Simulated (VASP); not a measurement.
# In3GaAs4 (I-42m) in VASP: single point with PBE

Aim: the single point of In3GaAs4 with PBE.

Everything below comes from runs of VASP 6.6.1. Logs are shortened: lines on timing, memory, paths and dates and some standing lists are left out, and cuts for length are marked.

### Step 1. The cell of the first run

Symmetry: I-42m, No. 121, tetragonal system. The conventional cell has a = 6.077 Å, b = 6.077 Å, c = 12.138 Å, α = 90.00°, β = 90.00°, γ = 90.00°. In (site symmetry -42m) has 4 As at 2.69 Å within 3.5 Å. Within 3.5 Å of In (site symmetry -4) lie 4 As at 2.67 Å. Ga (site symmetry -42m) has 4 As at 2.51 Å within 3.3 Å. As (site symmetry m) has 1 Ga at 2.51 Å and 3 In at 2.67 to 2.69 Å within 3.3 Å.

### Step 2. Single point, PBE

Input file INCAR:

```
SYSTEM = In3GaAs4
ALGO = Fast
EDIFF = 1E-6
ENCUT = 520
GGA = PE
ISIF = 2
ISMEAR = 0
LASPH = .TRUE.
LCHARG = .FALSE.
LREAL = .FALSE.
LWAVE = .FALSE.
NBANDS = 46
NELM = 60
PREC = Accurate
SIGMA = 0.1
```

Input file KPOINTS:

```
k-points
0
G
  8 8 8
  0 0 0
```

Input file POSCAR:

```
In3GaAs4
1.0
   -3.0385605130      3.0385605130      6.0689859389
    3.0385605130     -3.0385605130      6.0689859389
    3.0385605130      3.0385605130     -6.0689859389
In Ga As
3 1 4
Direct
    0.5000000000      0.5000000000      0.0000000000
    0.2500000000      0.7500000000      0.5000000000
    0.7500000000      0.2500000000      0.5000000000
    0.0000000000      0.0000000000      0.0000000000
    0.1174231548      0.1174231548      0.4749558569
    0.6424672979      0.6424672979      0.5250441431
    0.3575327021      0.8825768452      0.0000000000
    0.8825768452      0.3575327021      0.0000000000
```

Potentials or basis: VASP PAW PBE potentials, release 64 (In_d, Ga_d, As).

Command:

```
> cat potpaw_PBE.64/In_d/POTCAR potpaw_PBE.64/Ga_d/POTCAR potpaw_PBE.64/As/POTCAR > POTCAR
> mpirun -np 1 vasp_std > vasp.out
```

OUTCAR:

```text
SYSTEM = In3GaAs4
   EDIFF = 1E-6
   ENCUT = 520
   GGA = PE
   ISIF = 2
   ISMEAR = 0
   LASPH = .TRUE.
   LREAL = .FALSE.
   NELM = 60
   PREC = Accurate

 ion  position               nearest neighbor table
   1  0.500  0.500  0.000-   6 2.69   7 2.69   8 2.69   5 2.69
   2  0.250  0.750  0.500-   8 2.67   6 2.67   7 2.67   5 2.67
   3  0.750  0.250  0.500-   7 2.67   6 2.67   8 2.67   5 2.67
   4  0.000  0.000  0.000-   5 2.51   6 2.51   7 2.51   8 2.51
   5  0.117  0.117  0.475-   4 2.51   3 2.67   2 2.67   1 2.69
   6  0.642  0.642  0.525-   4 2.51   3 2.67   2 2.67   1 2.69
   7  0.358  0.883  0.000-   4 2.51   3 2.67   2 2.67   1 2.69
   8  0.883  0.358  0.000-   4 2.51   2 2.67   3 2.67   1 2.69

  LATTYP: Found a body centered tetragonal cell.
 ALAT       =     6.0771210260
 C/A-ratio  =     1.9973227168

  Lattice vectors:

 A1 = (  -3.0385605130,   3.0385605130,   6.0689859389)
 A2 = (   3.0385605130,  -3.0385605130,   6.0689859389)
 A3 = (   3.0385605130,   3.0385605130,  -6.0689859389)

Analysis of symmetry for initial positions (statically):
=====================================================================
 Subroutine PRICEL returns:
 Original cell was already a primitive cell.

 Routine SETGRP: Setting up the symmetry group for a
 body centered tetragonal supercell.

 Subroutine GETGRP returns: Found  8 space group operations
 (whereof  8 operations were pure point group operations)
 out of a pool of 16 trial point group operations.

The static configuration has the point symmetry D_2d.

Analysis of symmetry for dynamics (positions and initial velocities):
=====================================================================
 Subroutine PRICEL returns:
 Original cell was already a primitive cell.

 Routine SETGRP: Setting up the symmetry group for a
 body centered tetragonal supercell.

 Subroutine GETGRP returns: Found  8 space group operations
 (whereof  8 operations were pure point group operations)
 out of a pool of 16 trial point group operations.

The dynamic configuration has the point symmetry D_2d.

 Subroutine INISYM returns: Found  8 space group operations
 (whereof  8 operations are pure point group operations),
 and found     1 'primitive' translations

----------------------------------------------------------------------------------------

                                     Primitive cell

  volume of cell :     224.1361

  direct lattice vectors                    reciprocal lattice vectors
    -3.038560513  3.038560513  6.068985939     0.000000000  0.164551602  0.082386086
     3.038560513 -3.038560513  6.068985939     0.164551602  0.000000000  0.082386086
     3.038560513  3.038560513 -6.068985939     0.164551602  0.164551602  0.000000000

  length of vectors
     7.436282022  7.436282022  7.436282022     0.184023631  0.184023631  0.232711107

  position of ions in fractional coordinates (direct lattice)
     0.500000000  0.500000000  0.000000000
     0.250000000  0.750000000  0.500000000
     0.750000000  0.250000000  0.500000000
     0.000000000  0.000000000  0.000000000
     0.117423155  0.117423155  0.474955857
     0.642467298  0.642467298  0.525044143
     0.357532702  0.882576845  0.000000000
     0.882576845  0.357532702  0.000000000

  ion indices of the primitive-cell ions
   primitive index   ion index
                 1           1
                 2           2
                 3           3
                 4           4
                 5           5
                 6           6
                 7           7
                 8           8

----------------------------------------------------------------------------------------

 KPOINTS: k-points

Automatic generation of k-mesh.
 Grid dimensions read from file:
 generate k-points for:    8    8    8

 Generating k-lattice:

  Cartesian coordinates                     Fractional coordinates (reciprocal lattice)
     0.000000000  0.020568950  0.010298261     0.125000000 -0.000000000  0.000000000
     0.020568950  0.000000000  0.010298261    -0.000000000  0.125000000  0.000000000
     0.020568950  0.020568950  0.000000000     0.000000000  0.000000000  0.125000000

  Length of vectors
     0.023002954  0.023002954  0.029088888

  Shift w.r.t. Gamma in fractional coordinates (k-lattice)
     0.000000000  0.000000000  0.000000000

 Subroutine IBZKPT returns following result:
 ===========================================

 Found     59 irreducible k-points:

 Following reciprocal coordinates:
            Coordinates               Weight
  0.000000  0.000000  0.000000      1.000000
  0.125000  0.000000  0.000000      8.000000
  0.250000  0.000000  0.000000      8.000000
  0.375000 -0.000000  0.000000      8.000000
  0.500000  0.000000  0.000000      4.000000
  0.125000  0.125000  0.000000      8.000000
[... 16 lines left out ...]
  0.250000  0.125000  0.125000     16.000000
  0.375000  0.125000  0.125000      8.000000
 [... further k-points ...]
   k-points           NKPTS =     59   k-points in BZ     NKDIM =     59   number of bands    NBANDS=     46
   number of dos      NEDOS =    301   number of ions     NIONS =      8
   total plane-waves  NPLWV = 175616
   dimension x,y,z NGX =    56 NGY =   56 NGZ =   56
   dimension x,y,z NGXF=   112 NGYF=  112 NGZF=  112
   ions per type =               3   1   4
   NGX,Y,Z   is equivalent  to a cutoff of  12.52, 12.52, 12.52 a.u.
   NGXF,Y,Z  is equivalent  to a cutoff of  25.04, 25.04, 25.04 a.u.
 SYSTEM =  In3GaAs4
   PREC   = accura    normal or accurate (medium, high low for compatibility)
   ISTART =      0    job   : 0-new  1-cont  2-samecut
   ICHARG =      2    charge: 1-file 2-atom 10-const
   ISPIN  =      1    spin polarized calculation?
   LNONCOLLINEAR =      F non collinear calculations
   LSORBIT =      F    spin-orbit coupling
   LASPH  =      T    aspherical Exc in radial PAW
   ENCUT  =  520.0 eV  38.22 Ry    6.18 a.u.  13.83 13.83 13.83*2*pi/ulx,y,z
   NELM   =     60;   NELMIN=  2; NELMDL= -5     # of ELM steps
   EDIFF  = 0.1E-05   stopping-criterion for ELM
   LREAL  =      F    real-space projection
[... 7 lines left out ...]
   TEBEG  =    0.0;   TEEND  =   0.0 temperature during run
   PSTRESS=    0.0 pullay stress
   NELECT =      72.0000    total number of electrons
   NUPDOWN=      -1.0000    fix difference up-down
   EMIN   =  10.00;   EMAX   =-10.00  energy-range for DOS
   EFERMI =   0.00;   METHOD = LEGACY
   ISMEAR =     0;   SIGMA  =   0.10  broadening in eV -4-tet -1-fermi 0-gaus
   EFERMI_NEDOS =   21; number of points for ismear=-14 and -15
   IALGO  =     68    algorithm
   IMIX   =      4    mixing-type and parameters
     AMIX     =   0.40;   BMIX     =  1.00
     AMIX_MAG =   1.60;   BMIX_MAG =  1.00
  volume/ion in A,a.u.               =      28.02       189.07
  Fermi-wavevector in a.u.,A,eV,Ry     =   1.121196  2.118754 17.103630  1.257081
  Thomas-Fermi vector in A             =   2.257848
   LORBIT       =      0    0 simple, 1 ext, 2 COOP (PROOUT), +10 PAW based schemes
   GGA     = PE    functional components
   LHFCALC =     F    Hartree Fock is set to
   AEXX    =    0.0000 exact exchange contribution
   IVDW    =     0    specifies the selected vdW correction
   LEPSILON=     F    determine dielectric tensor
   LRPA    =     F    only Hartree local field effects (RPA)
 non-spin polarized calculation
 RMM-DIIS sequential band-by-band and
 Gauss-broadening in eV      SIGMA  =   0.10
  energy-cutoff  :      520.00
  volume of cell :      224.14
 maximum number of plane-waves:      6063
   NGX = 27   NGY = 27   NGZ = 27

 number of electron      72.0000018 magnetization

 Free energy of the ion-electron system (eV)
  ---------------------------------------------------
  ext. energy  EPLUGINS =         0.00000000
  ---------------------------------------------------
  free energy    TOTEN  =       -31.37306831 eV

  energy without entropy =      -31.37258899  energy(sigma->0) =      -31.37282865

 E-fermi :   3.8572     XC(G=0):  -8.9439

 val. band max:        3.8045416012   @ k =   0.0000   0.0000   0.0000
 cond. band min:       4.5057157170   @ k =   0.5000   0.5000   0.0000
 fundamental gap:      0.7011741158
 Fermi energy:         3.8572215076

 k-point     1 :       0.0000    0.0000    0.0000
  band No.  band energies     occupation
      1     -10.8967      2.00000
      2     -10.8959      2.00000
      3     -10.8959      2.00000
      4     -10.8251      2.00000
      5     -10.8238      2.00000
      6     -10.5792      2.00000
[... 38 lines left out ...]
     45       8.2021      0.00000
     46       8.2032      0.00000

 k-point     2 :       0.1250    0.0000    0.0000
  band No.  band energies     occupation
      1     -10.8965      2.00000
      2     -10.8957      2.00000
      3     -10.8955      2.00000
      4     -10.8250      2.00000
      5     -10.8238      2.00000
      6     -10.5779      2.00000
[... 38 lines left out ...]
     45       8.0208      0.00000
     46       8.3660      0.00000

 k-point     3 :       0.2500    0.0000    0.0000
  band No.  band energies     occupation
      1     -10.8961      2.00000
      2     -10.8952      2.00000
      3     -10.8942      2.00000
      4     -10.8250      2.00000
      5     -10.8237      2.00000
      6     -10.5788      2.00000
[... 38 lines left out ...]
     45       8.5131      0.00000
     46       8.6944      0.00000

 k-point     4 :       0.3750   -0.0000    0.0000
  band No.  band energies     occupation
      1     -10.8958      2.00000
      2     -10.8947      2.00000
      3     -10.8928      2.00000
      4     -10.8249      2.00000
      5     -10.8236      2.00000
      6     -10.5822      2.00000
[... 920 lines left out ...]
     45       8.2255      0.00000
     46       8.7231      0.00000

 k-point    23 :       0.2500    0.1250    0.1250
  band No.  band energies     occupation
      1     -10.8951      2.00000
      2     -10.8945      2.00000
      3     -10.8928      2.00000
      4     -10.8250      2.00000
      5     -10.8235      2.00000
      6     -10.5877      2.00000
[... 38 lines left out ...]
     45       8.7373      0.00000
     46       9.0953      0.00000

 k-point    24 :       0.3750    0.1250    0.1250
  band No.  band energies     occupation
      1     -10.8949      2.00000
      2     -10.8944      2.00000
      3     -10.8925      2.00000
      4     -10.8251      2.00000
      5     -10.8235      2.00000
      6     -10.5890      2.00000
[... 38 lines left out ...]
     45       9.0776      0.00000
     46       9.2053      0.00000

 [... further k-points ...]
[... 5 lines left out ...]
  --------------------------------------------------------------------------------------
  -------------------------------------------------------------------------------------
  Total        0.0849864      0.0849864      0.0839851      0.0000000      0.0000000      0.0000000
  in kB        0.6075024      0.6075024      0.6003452      0.0000000      0.0000000      0.0000000
  external PRESSURE =       0.6051167 kB  Pullay stress =       0.0000000 kB

 VOLUME and BASIS-vectors are now :
 -----------------------------------------------------------------------------
  energy-cutoff  :      520.00
  volume of cell :      224.14
      direct lattice vectors                 reciprocal lattice vectors
    -3.038560513  3.038560513  6.068985939     0.000000000  0.164551602  0.082386086
     3.038560513 -3.038560513  6.068985939     0.164551602  0.000000000  0.082386086
     3.038560513  3.038560513 -6.068985939     0.164551602  0.164551602  0.000000000

 POSITION                                       TOTAL-FORCE (eV/Angst)
 -----------------------------------------------------------------------------------
      0.00000      0.00000      6.06899        -0.000000     -0.000000     -0.000000
      3.03856      0.00000      3.03449        -0.000000     -0.000000     -0.000000
      0.00000      3.03856      3.03449        -0.000000     -0.000000     -0.000000
      0.00000      0.00000      0.00000        -0.000000      0.000000     -0.000000
      1.44318      1.44318     -1.45722         0.003552      0.003552     -0.003296
      1.59538      1.59538      4.61176        -0.003552     -0.003552     -0.003296
      1.59538     -1.59538      7.52621        -0.003552      0.003552      0.003296
     -1.59538      1.59538      7.52621         0.003552     -0.003552      0.003296
 -----------------------------------------------------------------------------------
    total drift:                               -0.000001     -0.000001      0.000001

  FREE ENERGIE OF THE ION-ELECTRON SYSTEM (eV)
  ---------------------------------------------------
  free  energy   TOTEN  =       -31.3730683086 eV

  energy  without entropy=      -31.3725889924  energy(sigma->0) =      -31.37282865
```

Run time: 36 min. Hardware: 1 thread of Oxide Virtual Turin-like, shared host; peak memory 0.75 GiB.

Results:

| Quantity | Value |
| --- | --- |
| Free energy | -31.3731 eV |
| Pressure | 0.1 GPa |
| Largest force | 0.006 eV/Å |
| Band gap on the k mesh | zero (filled and empty bands touch) |

Forces in eV/Å, atoms in the order of the input:
```
In   0.000  0.000  0.000
In   0.000  0.000  0.000
In   0.000  0.000  0.000
Ga   0.000  0.000  0.000
As   0.004  0.004 -0.003
As  -0.004 -0.004 -0.003
As  -0.004  0.004  0.003
As   0.004 -0.004  0.003
```

Caveat: semilocal functionals underestimate gaps, and a narrow one can read as zero; spin-orbit coupling is left out, which moves the levels of the heavy elements.

The gap in the log of VASP goes by the Fermi energy; the results here count the filled bands.